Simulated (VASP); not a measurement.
# Mg3Sb2 (P-3m1) in VASP: a series of runs

Runs on Mg3Sb2. Level: PBE. Tasks: single point, relaxation of shape and atoms at fixed volume.

All numbers are computed with VASP 6.6.1; they aren't measurements. Logs are shortened: lines on timing, memory, paths and dates and some standing lists are left out, and cuts for length are marked.

### Step 1. The cell of the first run

The structure is trigonal, space group P-3m1 (No. 164). Conventional cell: a = 4.582 Å, b = 4.582 Å, c = 7.245 Å, α = 90.00°, β = 90.00°, γ = 120.00°. Within 3.7 Å of Sb (site symmetry 3m) lie 7 Mg at 2.84 to 3.11 Å. Mg (site symmetry -3m) has 6 Sb at 3.11 Å and 6 Mg at 3.75 Å within 4.1 Å. Mg (site symmetry 3m) has 4 Sb at 2.84 to 2.95 Å and 6 Mg at 3.27 to 3.75 Å within 3.8 Å.

### Step 2. Single point, PBE

INCAR reads:

```
SYSTEM = Mg3Sb2
PREC = Accurate ; ENCUT = 600
EDIFF = 1E-6 ; ISMEAR = 0
SIGMA = 0.05 ; LREAL = .FALSE.
LASPH = .TRUE. ; NELM = 120
ALGO = Normal ; ISIF = 2
LWAVE = .FALSE. ; LCHARG = .FALSE.
GGA = PE ; NBANDS = 16
GGA_COMPAT = .FALSE.
```

KPOINTS reads:

```
Automatic mesh
0
G
  8 8 4
  0 0 0
```

POSCAR reads:

```
Mg3Sb2
1.0
    4.5815884930      0.0000000000      0.0000000000
   -2.2907942465      3.9677720246      0.0000000000
    0.0000000000      0.0000000000      7.2452931054
Sb Mg
2 3
Direct
    0.3333333333      0.6666666667      0.2257453521
    0.6666666667      0.3333333333      0.7742546479
    0.0000000000      0.0000000000      0.0000000000
    0.3333333333      0.6666666667      0.6328708476
    0.6666666667      0.3333333333      0.3671291524
```

Potentials or basis: VASP PAW PBE potentials, release 64 (Sb, Mg).

The run is started by

```
> cat potpaw_PBE.64/Sb/POTCAR potpaw_PBE.64/Mg/POTCAR > POTCAR
> mpirun -np 1 vasp_std > vasp.out
```

OUTCAR:

```text
SYSTEM = Mg3Sb2
   PREC = Accurate
   ENCUT = 600
   EDIFF = 1E-6
   ISMEAR = 0
   LREAL = .FALSE.
   LASPH = .TRUE.
   NELM = 120
   ISIF = 2
   GGA = PE

 ion  position               nearest neighbor table
   1  0.333  0.667  0.226-   5 2.84   5 2.84   5 2.84   4 2.95   3 3.11   3 3.11   3 3.11
   2  0.667  0.333  0.774-   4 2.84   4 2.84   4 2.84   5 2.95   3 3.11   3 3.11   3 3.11
   3  0.000  0.000  0.000-   1 3.11   2 3.11   1 3.11   2 3.11   2 3.11   1 3.11
   4  0.333  0.667  0.633-   2 2.84   2 2.84   2 2.84   1 2.95   5 3.27   5 3.27   5 3.27
   5  0.667  0.333  0.367-   1 2.84   1 2.84   1 2.84   2 2.95   4 3.27   4 3.27   4 3.27

  LATTYP: Found a hexagonal cell.
 ALAT       =     4.5815884930
 C/A-ratio  =     1.5813932474

  Lattice vectors:

 A1 = (   4.5815884930,   0.0000000000,   0.0000000000)
 A2 = (  -2.2907942465,   3.9677720246,   0.0000000000)
 A3 = (   0.0000000000,   0.0000000000,   7.2452931054)

Analysis of symmetry for initial positions (statically):
=====================================================================
 Subroutine PRICEL returns:
 Original cell was already a primitive cell.

 Routine SETGRP: Setting up the symmetry group for a
 hexagonal supercell.

 Subroutine GETGRP returns: Found 12 space group operations
 (whereof 12 operations were pure point group operations)
 out of a pool of 24 trial point group operations.

The static configuration has the point symmetry D_3d.

Analysis of symmetry for dynamics (positions and initial velocities):
=====================================================================
 Subroutine PRICEL returns:
 Original cell was already a primitive cell.

 Routine SETGRP: Setting up the symmetry group for a
 hexagonal supercell.

 Subroutine GETGRP returns: Found 12 space group operations
 (whereof 12 operations were pure point group operations)
 out of a pool of 24 trial point group operations.

The dynamic configuration has the point symmetry D_3d.

 Subroutine INISYM returns: Found 12 space group operations
 (whereof 12 operations are pure point group operations),
 and found     1 'primitive' translations

----------------------------------------------------------------------------------------

                                     Primitive cell

  volume of cell :     131.7100

  direct lattice vectors                    reciprocal lattice vectors
     4.581588493  0.000000000  0.000000000     0.218264910  0.126015305  0.000000000
    -2.290794246  3.967772025  0.000000000     0.000000000  0.252030609  0.000000000
     0.000000000  0.000000000  7.245293105     0.000000000  0.000000000  0.138020641

  length of vectors
     4.581588493  4.581588493  7.245293105     0.252030609  0.252030609  0.138020641

  position of ions in fractional coordinates (direct lattice)
     0.333333333  0.666666667  0.225745352
     0.666666667  0.333333333  0.774254648
     0.000000000  0.000000000  0.000000000
     0.333333333  0.666666667  0.632870848
     0.666666667  0.333333333  0.367129152

  ion indices of the primitive-cell ions
   primitive index   ion index
                 1           1
                 2           2
                 3           3
                 4           4
                 5           5

----------------------------------------------------------------------------------------

 KPOINTS: Automatic mesh

Automatic generation of k-mesh.
 Grid dimensions read from file:
 generate k-points for:    8    8    4

 Generating k-lattice:

  Cartesian coordinates                     Fractional coordinates (reciprocal lattice)
     0.027283114  0.015751913  0.000000000     0.125000000  0.000000000  0.000000000
     0.000000000  0.031503826  0.000000000     0.000000000  0.125000000  0.000000000
     0.000000000  0.000000000  0.034505160     0.000000000  0.000000000  0.250000000

  Length of vectors
     0.031503826  0.031503826  0.034505160

  Shift w.r.t. Gamma in fractional coordinates (k-lattice)
     0.000000000  0.000000000  0.000000000

 Subroutine IBZKPT returns following result:
 ===========================================

 Found     35 irreducible k-points:

 Following reciprocal coordinates:
            Coordinates               Weight
  0.000000  0.000000  0.000000      1.000000
  0.125000 -0.000000  0.000000      6.000000
  0.250000 -0.000000  0.000000      6.000000
  0.375000  0.000000  0.000000      6.000000
  0.500000 -0.000000  0.000000      3.000000
  0.125000  0.125000  0.000000      6.000000
[... 16 lines left out ...]
 -0.125000  0.500000  0.250000     12.000000
  0.250000  0.250000  0.250000     12.000000
 [... further k-points ...]
   k-points           NKPTS =     35   k-points in BZ     NKDIM =     35   number of bands    NBANDS=     16
   number of dos      NEDOS =    301   number of ions     NIONS =      5
   total plane-waves  NPLWV =  96000
   dimension x,y,z NGX =    40 NGY =   40 NGZ =   60
   dimension x,y,z NGXF=    80 NGYF=   80 NGZF=  120
   ions per type =               2   3
   NGX,Y,Z   is equivalent  to a cutoff of  14.51, 14.51, 13.77 a.u.
   NGXF,Y,Z  is equivalent  to a cutoff of  29.03, 29.03, 27.53 a.u.
 SYSTEM =  Mg3Sb2
   PREC   = accura    normal or accurate (medium, high low for compatibility)
   ISTART =      0    job   : 0-new  1-cont  2-samecut
   ICHARG =      2    charge: 1-file 2-atom 10-const
   ISPIN  =      1    spin polarized calculation?
   LNONCOLLINEAR =      F non collinear calculations
   LSORBIT =      F    spin-orbit coupling
   LASPH  =      T    aspherical Exc in radial PAW
   ENCUT  =  600.0 eV  44.10 Ry    6.64 a.u.   9.15  9.15 14.47*2*pi/ulx,y,z
   NELM   =    120;   NELMIN=  2; NELMDL= -5     # of ELM steps
   EDIFF  = 0.1E-05   stopping-criterion for ELM
   LREAL  =      F    real-space projection
   EDIFFG = 0.1E-04   stopping-criterion for IOM
   NSW    =      0    number of steps for IOM
   IBRION =     -1    ionic relax: 0-MD 1-quasi-New 2-CG
   NFREE  =      0    steps in history (QN), initial steepest desc. (CG)
   ISIF   =      2    stress and relaxation
   ISYM   =      2    0-nonsym 1-usesym 2-fastsym
   POTIM  = 0.5000    time-step for ionic-motion
   TEBEG  =    0.0;   TEEND  =   0.0 temperature during run
   PSTRESS=    0.0 pullay stress
   NELECT =      16.0000    total number of electrons
   NUPDOWN=      -1.0000    fix difference up-down
   EMIN   =  10.00;   EMAX   =-10.00  energy-range for DOS
   EFERMI =   0.00;   METHOD = LEGACY
   ISMEAR =     0;   SIGMA  =   0.05  broadening in eV -4-tet -1-fermi 0-gaus
   EFERMI_NEDOS =   21; number of points for ismear=-14 and -15
   IALGO  =     38    algorithm
   IMIX   =      4    mixing-type and parameters
     AMIX     =   0.40;   BMIX     =  1.00
     AMIX_MAG =   1.60;   BMIX_MAG =  1.00
  volume/ion in A,a.u.               =      26.34       177.76
  Fermi-wavevector in a.u.,A,eV,Ry     =   0.810790  1.532172  8.944212  0.657381
  Thomas-Fermi vector in A             =   1.920031
   LORBIT       =      0    0 simple, 1 ext, 2 COOP (PROOUT), +10 PAW based schemes
   GGA     = PE    functional components
   LHFCALC =     F    Hartree Fock is set to
   AEXX    =    0.0000 exact exchange contribution
   IVDW    =     0    specifies the selected vdW correction
   LEPSILON=     F    determine dielectric tensor
   LRPA    =     F    only Hartree local field effects (RPA)
 non-spin polarized calculation
 Gauss-broadening in eV      SIGMA  =   0.05
  energy-cutoff  :      600.00
  volume of cell :      131.71
 maximum number of plane-waves:      4414
 NGX is ok and might be reduce to    40
   NGX = 19   NGY = 19   NGZ = 29

 number of electron      15.9999999 magnetization

 Free energy of the ion-electron system (eV)
  ---------------------------------------------------
  ext. energy  EPLUGINS =         0.00000000
  ---------------------------------------------------
  free energy    TOTEN  =       -14.64499221 eV

  energy without entropy =      -14.64498903  energy(sigma->0) =      -14.64499062

 E-fermi :   4.5481     XC(G=0):  -8.7723

 val. band max:        4.4442870910   @ k =   0.0000   0.0000   0.0000
 cond. band min:       4.6702913377   @ k =   0.0000   0.3750   0.2500
 fundamental gap:      0.2260042467
 Fermi energy:         4.5481036674

 k-point     1 :       0.0000    0.0000    0.0000
  band No.  band energies     occupation
      1      -5.8532      2.00000
      2      -4.6125      2.00000
      3      -0.4726      2.00000
      4       3.3345      2.00000
      5       3.3345      2.00000
      6       4.0351      2.00000
[... 8 lines left out ...]
     15       8.4877      0.00000
     16       9.4470      0.00000

 k-point     2 :       0.1250   -0.0000    0.0000
  band No.  band energies     occupation
      1      -5.7464      2.00000
      2      -4.5505      2.00000
      3      -0.3383      2.00000
      4       2.4049      2.00000
      5       3.0451      2.00000
      6       3.1497      2.00000
[... 8 lines left out ...]
     15       8.4853      0.00000
     16       8.7316      0.00000

 k-point     3 :       0.2500   -0.0000    0.0000
  band No.  band energies     occupation
      1      -5.4460      2.00000
      2      -4.4052      2.00000
      3       0.0501      2.00000
      4       1.0836      2.00000
      5       1.9623      2.00000
      6       2.5841      2.00000
[... 8 lines left out ...]
     15       9.0191      0.00000
     16       9.2998      0.00000
[... 362 lines left out ...]
 k-point    23 :      -0.1250    0.5000    0.2500
  band No.  band energies     occupation
      1      -4.7249      2.00000
      2      -4.3736      2.00000
      3      -0.2786      2.00000
      4       0.4096      2.00000
      5       1.4723      2.00000
      6       2.0717      2.00000
[... 8 lines left out ...]
     15       9.9525      0.00000
     16      10.6070      0.00000

 k-point    24 :       0.2500    0.2500    0.2500
  band No.  band energies     occupation
      1      -4.7428      2.00000
      2      -4.3639      2.00000
      3       0.1397      2.00000
      4       0.3216      2.00000
      5       1.1860      2.00000
      6       1.8797      2.00000
[... 8 lines left out ...]
     15       9.4483      0.00000
     16      10.1636      0.00000

 [... further k-points ...]

------------------------ aborting loop because EDIFF is reached ----------------------------------------

  FORCE on cell =-STRESS in cart. coord.  units (eV):
  Direction    XX          YY          ZZ          XY          YZ          ZX
  --------------------------------------------------------------------------------------
  -------------------------------------------------------------------------------------
  Total        0.4124752      0.4124752      0.3714083      0.0000000      0.0000000     -0.0000000
  in kB        5.0175271      5.0175271      4.5179706      0.0000000      0.0000000     -0.0000000
  external PRESSURE =       4.8510083 kB  Pullay stress =       0.0000000 kB

 VOLUME and BASIS-vectors are now :
 -----------------------------------------------------------------------------
  energy-cutoff  :      600.00
  volume of cell :      131.71
      direct lattice vectors                 reciprocal lattice vectors
     4.581588493  0.000000000  0.000000000     0.218264910  0.126015305  0.000000000
    -2.290794246  3.967772025  0.000000000     0.000000000  0.252030609  0.000000000
     0.000000000  0.000000000  7.245293105     0.000000000  0.000000000  0.138020641

 POSITION                                       TOTAL-FORCE (eV/Angst)
 -----------------------------------------------------------------------------------
     -0.00000      2.64518      1.63559         0.000000     -0.000000     -0.035935
      2.29079      1.32259      5.60970        -0.000000      0.000000      0.035935
      0.00000      0.00000      0.00000        -0.000000      0.000000      0.000000
     -0.00000      2.64518      4.58533        -0.000000      0.000000     -0.023520
      2.29079      1.32259      2.65996         0.000000      0.000000      0.023520
 -----------------------------------------------------------------------------------
    total drift:                                0.000000     -0.000000      0.000000

  FREE ENERGIE OF THE ION-ELECTRON SYSTEM (eV)
  ---------------------------------------------------
  free  energy   TOTEN  =       -14.6449922138 eV

  energy  without entropy=      -14.6449890293  energy(sigma->0) =      -14.64499062
```

It took 2.3 min on 1 thread of Intel Xeon 8259CL, shared host; peak memory 0.33 GiB.

What came out:

```yaml
Free_energy: -14.6450 eV
Pressure: 0.5 GPa
Largest_force: 0.036 eV/Å
Band_gap_on_the_k_mesh: 0.23 eV (least direct gap 1.05 eV)
```

Forces in eV/Å, atoms in the order of the input:
```
Sb   0.000  0.000 -0.036
Sb   0.000  0.000  0.036
Mg   0.000  0.000  0.000
Mg   0.000  0.000 -0.024
Mg   0.000  0.000  0.024
```

Caveat: semilocal functionals underestimate gaps, and a narrow one can read as zero; spin-orbit coupling is left out, which moves the levels of the heavy elements. A k mesh can miss the band edges.

### Step 3. Relaxation of shape and atoms at fixed volume, PBE

INCAR reads:

```
PREC = Accurate ; ENCUT = 600
EDIFF = 1E-7 ; ISMEAR = 0
SIGMA = 0.05 ; LREAL = False
LASPH = True ; NELM = 120
ALGO = Normal ; ISIF = 4
LWAVE = False ; LCHARG = False
GGA = PE ; IBRION = 2
NSW = 60 ; EDIFFG = -0.02
GGA_COMPAT = False ; NELMIN = 4
```

KPOINTS reads:

```
regular mesh
0
Gamma
  8 8 4
```

POSCAR reads:

```
Mg3Sb2
1.0
    4.6042563207      0.0000000000      0.0000000000
   -2.3021281604      3.9874029393      0.0000000000
    0.0000000000      0.0000000000      7.1741281828
Sb Mg
2 3
Direct
    0.3333333333      0.6666666667      0.2467000000
    0.6666666667      0.3333333333      0.7533000000
    0.0000000000      0.0000000000      0.0000000000
    0.3333333333      0.6666666667      0.6470000000
    0.6666666667      0.3333333333      0.3530000000
```

Potentials or basis: VASP PAW PBE potentials, release 64 (Sb, Mg).

The run is started by

```
> cat potpaw_PBE.64/Sb/POTCAR potpaw_PBE.64/Mg/POTCAR > POTCAR
> mpirun -np 1 vasp_std > vasp.out
```

Wall time 8.6 min (1 thread of Intel Xeon 8259CL, shared host); peak memory 0.35 GiB.

Results (log left out):

```yaml
Free_energy: -14.6453 eV
Energy_gained_by_relaxing: 31.8 meV/atom
Ionic_steps: 8
Pressure_after_relaxing: 0.4 GPa
Largest_force_after_relaxing: 0.017 eV/Å
Band_gap_on_the_k_mesh: 0.22 eV (least direct gap 1.05 eV)
```

Forces in eV/Å, atoms in the order of the input:
```
Sb   0.000  0.000  0.017
Sb   0.000  0.000 -0.017
Mg   0.000  0.000  0.000
Mg   0.000  0.000  0.007
Mg   0.000  0.000 -0.007
```

Step by step:
```tsv
step	energy change (eV)	largest force (eV/Å)	pressure (GPa)	volume (Å³)
1	0.0000	0.8503	1.56	131.71
2	-0.0621	0.6079	1.23	131.71
3	-0.1354	0.2778	0.53	131.71
4	-0.1456	0.1993	0.47	131.71
5	-0.1534	0.0322	0.38	131.71
6	-0.1583	0.0360	0.40	131.71
7	-0.1584	0.0366	0.40	131.71
8	-0.1588	0.0169	0.42	131.71
```

Final structure:
```yaml
crystal:
  lattice:
    - [4.58270, 0.00000, 0.00000]
    - [-2.29135, 3.96874, 0.00000]
    - [0.00000, 0.00000, 7.24176]
  atoms:
    - { symbol: Sb, position: [0.33333, 0.66667, 0.22436] }
    - { symbol: Sb, position: [0.66667, 0.33333, 0.77564] }
    - { symbol: Mg, position: [0.00000, 0.00000, 0.00000] }
    - { symbol: Mg, position: [0.33333, 0.66667, 0.63161] }
    - { symbol: Mg, position: [0.66667, 0.33333, 0.36839] }
```

Levels at points of the mesh, in eV from the valence-band top:
| k point | band 6 | band 7 | band 8 | band 9 | band 10 | band 11 |
| --- | --- | --- | --- | --- | --- | --- |
| (0.00, 0.00, 0.00) | -0.40 | -0.40 | 0.00 | 1.05 | 1.18 | 3.02 |
| (0.50, 0.00, 0.00) | -2.31 | -2.21 | -0.89 | 0.34 | 1.93 | 2.14 |
| (0.00, 0.00, 0.50) | -0.78 | -0.75 | -0.75 | 1.74 | 1.81 | 2.67 |
| (0.50, 0.00, 0.50) | -1.69 | -1.63 | -1.53 | 0.44 | 1.29 | 1.70 |

Caveat: semilocal functionals underestimate gaps, and a narrow one can read as zero; spin-orbit coupling is left out, which moves the levels of the heavy elements. A k mesh can miss the band edges.

[end of part 1 of 2]
